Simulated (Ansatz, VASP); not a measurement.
CaC2 in VASP and in Ansatz

INCAR

```
ALGO = Normal
EDIFF = 1E-6
ENCUT = 600
GGA = CA
GGA_COMPAT = False
ISIF = 2
ISMEAR = 0
LASPH = True
LCHARG = False
LREAL = False
LWAVE = False
NBANDS = 16
NELM = 120
PREC = Accurate
SIGMA = 0.05
```

File KPOINTS:

```
k-points
0
Gamma
  10 10 10
```

The input POSCAR:

```
CaC2
1.0
   -1.9258949960      1.9258949960      3.2172808927
    1.9258949960     -1.9258949960      3.2172808927
    1.9258949960      1.9258949960     -3.2172808927
Ca C
1 2
Direct
    0.0000000000      0.0000000000      0.0000000000
    0.5996770466      0.5996770466      0.0000000000
    0.4003229534      0.4003229534      0.0000000000
```

Input for Ansatz:

```yaml
crystal:
  lattice:
    - [-1.925894996, 1.925894996, 3.2172808927]
    - [1.925894996, -1.925894996, 3.2172808927]
    - [1.925894996, 1.925894996, -3.2172808927]
  atoms:
    - { symbol: Ca, position: [0.0, 0.0, 0.0] }
    - { symbol: C, position: [0.5996770466, 0.5996770466, 0.0] }
    - { symbol: C, position: [0.4003229534, 0.4003229534, 0.0] }
basis:
  ecutwfc: 420
kpoints:
  mp_grid: { grid: [10, 10, 10] }
hamiltonian:
  xc: lda
scf:
  occupations: { method: gaussian, width: 0.05 }
output:
  forces: true
  stress: true
  eigenvalues: true
```

Change from the starting cell: strain +0.025 along x and y, +0.025 along z, atoms carried along.

Alike in both runs: task single point; functional LDA; k mesh 10 × 10 × 10; occupations gaussian, width 0.05 eV; no spin polarisation.

```csv
,VASP,Ansatz
version,VASP 6.6.1,Ansatz 0.2.0
potentials or method,"VASP PAW LDA potentials, release 64 (Ca_sv, C), cutoff 600 eV","scalar-relativistic, plane waves, PAW"
valence electrons in the cell,18,18
```

```tsv
	VASP	Ansatz	Ansatz less VASP
gap on the k mesh at the Fermi level (eV)	1.02	1.04	+0.014
least direct gap on the mesh (eV)	2.11	2.12	+0.012
pressure (GPa)	-6.7	-7.0	-0.28
traceless stress, the component that is largest in VASP (GPa)	-6.78	-7.04	-0.253
rms of the force components (eV/Å)	0.884	0.920	+0.0358
```

LDA's correlation is that of Perdew and Zunger in VASP and of Perdew and Wang (1992) in Ansatz. Atom by atom the forces differ by 0.036 eV/Å (rms over components).
